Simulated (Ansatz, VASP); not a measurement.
**TiMoSe4: VASP beside Ansatz**

Contents of INCAR:

```
PREC = Accurate
ENCUT = 520
EDIFF = 1E-6
ISMEAR = 0
SIGMA = 0.1
LREAL = False
LASPH = True
NELM = 150
ALGO = Normal
ISIF = 2
LWAVE = False
LCHARG = False
ISPIN = 2
MAGMOM = 1 -1 0 0 0 0
LORBIT = 11
LMAXMIX = 4
GGA = PE
NBANDS = 38
```

The input KPOINTS:

```
regular mesh
0
Gamma
  4 4 4
```

The input POSCAR:

```
TiMoSe4
1.0
    0.0000000000      4.3088511100      4.3088511100
    4.3088511100      0.0000000000      4.3088511100
    4.3088511100      4.3088511100      0.0000000000
Ti Mo Se
1 1 4
Direct
    0.0000000000      0.0000000000      0.0000000000
    0.2500000000      0.2500000000      0.2500000000
    0.6249890000      0.6249890000      0.1250330100
    0.6249890000      0.6249890000      0.6249890000
    0.6249890000      0.1250330100      0.6249890000
    0.1250330100      0.6249890000      0.6249890000
```

Input for Ansatz:

```yaml
crystal:
  lattice:
    - [0.0, 4.30885111, 4.30885111]
    - [4.30885111, 0.0, 4.30885111]
    - [4.30885111, 4.30885111, 0.0]
  atoms:
    - { symbol: Ti, position: [0.0, 0.0, 0.0], spin: 1.0 }
    - { symbol: Mo, position: [0.25, 0.25, 0.25], spin: -1.0 }
    - { symbol: Se, position: [0.624989, 0.624989, 0.12503301] }
    - { symbol: Se, position: [0.624989, 0.624989, 0.624989] }
    - { symbol: Se, position: [0.624989, 0.12503301, 0.624989] }
    - { symbol: Se, position: [0.12503301, 0.624989, 0.624989] }
basis:
  ecutwfc: 420
kpoints:
  mp_grid: { grid: [4, 4, 4] }
hamiltonian:
  xc: pbe
scf:
  occupations: { method: gaussian, width: 0.1 }
  lower_state_search: "off"
output:
  forces: true
  stress: true
  eigenvalues: true
  populations: true
magnetization:
  spin_polarized: true
```

Change from the starting cell: species swapped into the LaYAl4 type (F-43m, No. 216).

Alike in both runs: task single point; functional PBE; k mesh 4 × 4 × 4; occupations gaussian, width 0.1 eV; collinear spin.

|  | VASP | Ansatz |
| --- | --- | --- |
| version | VASP 6.6.1 | Ansatz 0.2.0 |
| potentials or method | VASP PAW PBE potentials, release 64 (Ti_sv, Mo_sv, Se), cutoff 520 eV | scalar-relativistic, plane waves, PAW |
| valence electrons in the cell | 50 | 90 |

```tsv
	VASP	Ansatz	Ansatz less VASP
gap on the k mesh at the Fermi level (eV)	none	none	-
pressure (GPa)	-8.6	-7.7	+0.87
net moment per atom (μB)	0.77	0.37	-0.403
size of the moment on the site where the two differ most (μB)	0.10	1.88	+1.785
```

The net moments are unlike, so the other rows may belong to different states. Site moments also hang on the region over which each program counts them. A gap of «none» marks a metal or a gap that the smearing closes. VASP's potentials hold 50 valence electrons a cell and Ansatz's 90, so a difference there can come from the potentials and not from the codes. Ansatz's warnings: seeded moment not kept.
